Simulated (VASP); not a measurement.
# AlN (P6_3mc) in VASP: notebook, part 2 of 4

VASP 6.6.1.

## Step 4: Vibrations by perturbation theory, LDA

INCAR reads:

```
PREC = Accurate
ENCUT = 520
EDIFF = 1E-8
ISMEAR = 0
SIGMA = 0.01
LREAL = F
LASPH = T
NELM = 60
ALGO = Normal
ISIF = 2
LWAVE = F
LCHARG = F
GGA = CA
NBANDS = 16
IBRION = 8
NSW = 1
LEPSILON = T
```

KPOINTS reads:

```
regular mesh
0
Gamma
  9 9 6
```

POSCAR reads:

```
AlN
1.0
    3.1089531000      0.0000000000      0.0000000000
   -1.5544765500      2.6924323638      0.0000000000
    0.0000000000      0.0000000000      4.9805019000
Al N
2 2
Direct
    0.3333333333      0.6666666667     -0.0008336902
    0.6666666667      0.3333333333      0.4991663098
    0.3333333333      0.6666666667      0.3808336902
    0.6666666667      0.3333333333      0.8808336902
```

Potentials or basis: VASP PAW LDA potentials, release 64 (Al, N).

Run with:

```sh
cat potpaw_LDA.64/Al/POTCAR potpaw_LDA.64/N/POTCAR > POTCAR
mpirun -np 1 vasp_std > vasp.out
```

OUTCAR:

```text
PREC = Accurate
   ENCUT = 520
   EDIFF = 1E-8
   ISMEAR = 0
   LREAL = F
   LASPH = T
   NELM = 60
   ISIF = 2
   GGA = CA
   IBRION = 8
   NSW = 1
   LEPSILON = T

 ion  position               nearest neighbor table
   1  0.333  0.667  0.999-   4 1.89   4 1.89   4 1.89   3 1.90   2 3.07   2 3.07   2 3.07   2 3.07
                             2 3.07   2 3.07
   2  0.667  0.333  0.499-   3 1.89   3 1.89   3 1.89   4 1.90   1 3.07   1 3.07   1 3.07   1 3.07
                             1 3.07   1 3.07
   3  0.333  0.667  0.381-   2 1.89   2 1.89   2 1.89   1 1.90
   4  0.667  0.333  0.881-   1 1.89   1 1.89   1 1.89   2 1.90

  LATTYP: Found a hexagonal cell.
 ALAT       =     3.1089531000
 C/A-ratio  =     1.6019868232

  Lattice vectors:

 A1 = (   3.1089531000,   0.0000000000,   0.0000000000)
 A2 = (  -1.5544765500,   2.6924323638,   0.0000000000)
 A3 = (   0.0000000000,   0.0000000000,   4.9805019000)

Analysis of symmetry for initial positions (statically):
=====================================================================
 Subroutine PRICEL returns:
 Original cell was already a primitive cell.

 Routine SETGRP: Setting up the symmetry group for a
 hexagonal supercell.

 Subroutine GETGRP returns: Found 12 space group operations
 (whereof  6 operations were pure point group operations)
 out of a pool of 24 trial point group operations.

The static configuration has the point symmetry C_3v.
 The point group associated with its full space group is C_6v.

Analysis of symmetry for dynamics (positions and initial velocities):
=====================================================================
 Subroutine PRICEL returns:
 Original cell was already a primitive cell.

 Routine SETGRP: Setting up the symmetry group for a
 hexagonal supercell.

 Subroutine GETGRP returns: Found 12 space group operations
 (whereof  6 operations were pure point group operations)
 out of a pool of 24 trial point group operations.

The dynamic configuration has the point symmetry C_3v.
 The point group associated with its full space group is C_6v.

 Subroutine INISYM returns: Found 12 space group operations
 (whereof  6 operations are pure point group operations),
 and found     1 'primitive' translations

----------------------------------------------------------------------------------------
[... 697 lines left out ...]

 MACROSCOPIC STATIC DIELECTRIC TENSOR (including local field effects in DFT)
 ------------------------------------------------------
           4.435973     0.000000     0.000000
           0.000000     4.435973    -0.000000
          -0.000000    -0.000000     4.654109
 ------------------------------------------------------

 PIEZOELECTRIC TENSOR (including local field effects)  for field in x, y, z        (e  Angst)
          XX          YY          ZZ          XY          YZ          ZX
  --------------------------------------------------------------------------------
  x     0.00000    -0.00000     0.00000     0.00000     0.00000     0.87775
  y    -0.00000    -0.00000    -0.00000     0.00000     0.87775     0.00000
  z     0.68224     0.68224    -1.03500     0.00000     0.00000     0.00000

 PIEZOELECTRIC TENSOR (including local field effects)  for field in x, y, z        (C/m^2)
          XX          YY          ZZ          XY          YZ          ZX
  --------------------------------------------------------------------------------
  x     0.00000    -0.00000     0.00000     0.00000     0.00000     0.33733
  y    -0.00000    -0.00000    -0.00000     0.00000     0.33733     0.00000
  z     0.26219     0.26219    -0.39776     0.00000     0.00000     0.00000

 BORN EFFECTIVE CHARGES (including local field effects) (in |e|, cummulative output)
 ---------------------------------------------------------------------------------
 ion    1
    1     2.51276     0.00000     0.00000
    2     0.00000     2.51276     0.00000
    3     0.00000     0.00000     2.67265
 ion    2
    1     2.51276     0.00000     0.00000
    2     0.00000     2.51276     0.00000
    3     0.00000    -0.00000     2.67265
 ion    3
    1    -2.51276     0.00000     0.00000
    2     0.00000    -2.51276    -0.00000
    3     0.00000    -0.00000    -2.67265
 ion    4
    1    -2.51276     0.00000     0.00000
    2    -0.00000    -2.51276     0.00000
    3     0.00000     0.00000    -2.67265

 INTERNAL STRAIN TENSOR FOR ION    4 for displacements in x,y,z  (eV/Angst):
          X           Y           Z          XY          YZ          ZX
  --------------------------------------------------------------------------------
  x     0.00000     0.00000     0.00000    10.20532    -0.00000     5.10648
  y    10.20532   -10.20532    -0.00000     0.00000     5.14310     0.00000
  z     5.34710     5.34710   -11.87000     0.00000    -0.00000     0.00000

 SECOND DERIVATIVES (NOT SYMMETRIZED)
 ------------------------------------
               1X          1Y          1Z          2X          2Y          2Z          3X          3Y          3Z          4X          4Y          4Z
  1X   -15.598770   -0.000000   -0.000000    0.649105    0.000000    0.000000    1.523613    0.000000   -0.000000   13.426052    0.000000    0.000000
  1Y     0.000000  -15.598770    0.000000   -0.000000    0.649105    0.000000    0.000000    1.523613    0.000000    0.000000   13.426052    0.000000
  1Z    -0.000000    0.000000  -20.992216    0.000000    0.000000    8.425894    0.000000   -0.000000    6.148503    0.000000    0.000000    6.417819
  2X     0.649105    0.000000    0.000000  -15.598770   -0.000000    0.000000   13.426052    0.000000    0.000000    1.523613    0.000000    0.000000
  2Y     0.000000    0.649105    0.000000    0.000000  -15.598770    0.000000    0.000000   13.426052   -0.000000    0.000000    1.523613    0.000000
  2Z    -0.000000    0.000000    8.425894    0.000000   -0.000000  -20.992216    0.000000    0.000000    6.417819    0.000000    0.000000    6.148503
  3X     1.525340    0.000000   -0.000000   13.427685    0.000000   -0.000000  -15.663600    0.000000    0.000000    0.710574    0.000000    0.000000
  3Y     0.000000    1.525340    0.000000   -0.000000   13.427685    0.000000    0.000000  -15.663600    0.000000   -0.000000    0.710574    0.000000
  3Z     0.000000    0.000000    6.115912    0.000000    0.000000    6.445282    0.000000   -0.000000  -19.552821    0.000000    0.000000    6.991626
  4X    13.427685    0.000000    0.000000    1.525340   -0.000000    0.000000    0.710574   -0.000000    0.000000  -15.663600    0.000000    0.000000
  4Y    -0.000000   13.427685    0.000000    0.000000    1.525340   -0.000000   -0.000000    0.710574    0.000000   -0.000000  -15.663600    0.000000
  4Z     0.000000   -0.000000    6.445282   -0.000000    0.000000    6.115912   -0.000000    0.000000    6.991626    0.000000    0.000000  -19.552821

 Eigenvectors and eigenvalues of the dynamical matrix
 ----------------------------------------------------

   1 f  =   21.527408 THz   135.260696 2PiTHz  718.077049 cm-1    89.030167 meV
             X         Y         Z           dx          dy          dz
     -0.000000  1.794955  4.976350     0.000000    0.000000   -0.013512
      1.554477  0.897477  2.486099     0.000000    0.000000    0.013512
     -0.000000  1.794955  1.896743    -0.000000   -0.000000   -0.706978
      1.554477  0.897477  4.386994    -0.000000   -0.000000    0.706978
[... 71 lines left out ...]
  12 f/i=    0.001766 THz     0.011098 2PiTHz    0.058918 cm-1     0.007305 meV
             X         Y         Z           dx          dy          dz
     -0.000000  1.794955  4.976350    -0.000000   -0.000000   -0.573703
      1.554477  0.897477  2.486099    -0.000000   -0.000000   -0.573703
     -0.000000  1.794955  1.896743    -0.000000   -0.000000   -0.413358
      1.554477  0.897477  4.386994    -0.000000   -0.000000   -0.413358

--------------------------------------------------------------------------------------------------------

 MACROSCOPIC STATIC DIELECTRIC TENSOR IONIC CONTRIBUTION
 ------------------------------------------------------
           3.665944    -0.000000     0.000000
          -0.000000     3.665944     0.000000
           0.000000     0.000000     4.935455
 ------------------------------------------------------

 ELASTIC MODULI CONTR FROM IONIC RELAXATION (kBar)
 Direction    XX          YY          ZZ          XY          YZ          ZX
 --------------------------------------------------------------------------------
 XX        -670.2762    319.6159    389.2270     -0.0000      0.0000     -0.0000
 YY         319.6159   -670.2762    389.2270      0.0000     -0.0000      0.0000
 ZZ         389.2270    389.2270   -864.0710      0.0000      0.0000      0.0000
 XY          -0.0000      0.0000      0.0000   -494.9461     -0.0000     -0.0000
 YZ          -0.0000     -0.0000      0.0000     -0.0000   -122.8832      0.0000
 ZX          -0.0000      0.0000      0.0000      0.0000      0.0000   -131.2371
 --------------------------------------------------------------------------------

 PIEZOELECTRIC TENSOR IONIC CONTR  for field in x, y, z        (C/m^2)
          XX          YY          ZZ          XY          YZ          ZX
  --------------------------------------------------------------------------------
  x    -0.00000     0.00000     0.00000     0.00000     0.00000    -0.65267
  y    -0.00000    -0.00000     0.00000    -0.00000    -0.63156     0.00000
  z    -0.87531    -0.87531     1.94317    -0.00000    -0.00000    -0.00000
```

OSZICAR:

```text
N       E                     dE             d eps       ncg     rms          rms(c)
DAV:   1     0.364034666668E+02    0.36403E+02   -0.72850E+03  1536   0.894E+02
DAV:   2    -0.347356955251E+02   -0.71139E+02   -0.65428E+02  2184   0.177E+02
[... 172 lines left out ...]
RMM:   6    -0.249911517262E+00   -0.66936E-04    0.48768E-06  3478   0.530E-03    0.224E-03
RMM:   7    -0.249910849220E+00    0.66804E-06   -0.11109E-06  3490   0.197E-03    0.464E-04
RMM:   8    -0.249908056732E+00    0.27925E-05    0.30985E-07  3476   0.510E-04    0.268E-04
RMM:   9    -0.249908813449E+00   -0.75672E-06   -0.19712E-07  3554   0.135E-04    0.191E-05
RMM:  10    -0.249908801795E+00    0.11655E-07    0.20914E-08  3589   0.248E-05    0.106E-05
RMM:  11    -0.249908810211E+00   -0.84167E-08   -0.55407E-10  3648   0.123E-05    0.179E-06
 Linear response finished
```

stdout:

```text
POSCAR found type information on POSCAR AlN
 POSCAR found :  2 types and       4 ions
 scaLAPACK will be used
 LDA part: xc-table for (Slater(with rela. corr.)+CA(PZ))
 , standard interpolation
 POSCAR, INCAR and KPOINTS ok, starting setup
 FFT: planning ... GRIDC
 FFT: planning ... GRID_SOFT
 FFT: planning ... GRID
[... 33 lines left out ...]
 first order change of Fermi-energy  -0.11282E+01
 force on displaced ion       1 direction 3 :   0.000   0.000 -20.992
 Born effective charge ion    1 direction 3 :   0.000  -0.000   2.673
 Linear response progress:
 first order change of Fermi-energy  -0.21505E-04
 force on displaced ion       3 direction 1 : -15.664  -0.000  -0.000
 Born effective charge ion    3 direction 1 :  -2.513   0.000   0.000
 Linear response progress:
 first order change of Fermi-energy   0.11282E+01
 force on displaced ion       3 direction 3 :   0.000  -0.000 -19.553
 Born effective charge ion    3 direction 3 :   0.000  -0.000  -2.673
 Born effective charges drift removed
 Linear response finished
```

It took 4.3 min on 1 thread of Intel Xeon 6975P-C (Granite Rapids), shared host; peak memory 0.44 GiB.

What came out:

| Property | Result |
| --- | --- |
| Electronic dielectric tensor (diagonal) | 4.44, 4.44, 4.65 |
| Born charges (mean of the diagonal) | Al +2.57; N -2.57 e |
| Highest phonon frequency at Γ, LO-TO splitting left out | 718 cm⁻¹ |

Phonon frequencies in cm⁻¹ (negative: imaginary):
| q point | frequencies |
| --- | --- |
| (0.000, 0.000, 0.000) | 0 0 0 240 240 544 609 651 651 664 664 718 |

Electronic dielectric tensor:
```
4.44 0.00 0.00
0.00 4.44 0.00
0.00 0.00 4.65
```

Born effective charge tensors (e):
atom 1, Al
```
2.51 0.00 0.00
0.00 2.51 0.00
0.00 0.00 2.67
```
atom 2, Al
```
2.51 0.00 0.00
0.00 2.51 0.00
0.00 0.00 2.67
```
atom 3, N
```
-2.51  0.00  0.00
 0.00 -2.51  0.00
 0.00  0.00 -2.67
```
atom 4, N
```
-2.51  0.00  0.00
 0.00 -2.51  0.00
 0.00  0.00 -2.67
```

Caveat: the cell stands under pressure or tension, which shifts response properties.

(Continued in part 3 of 4.)
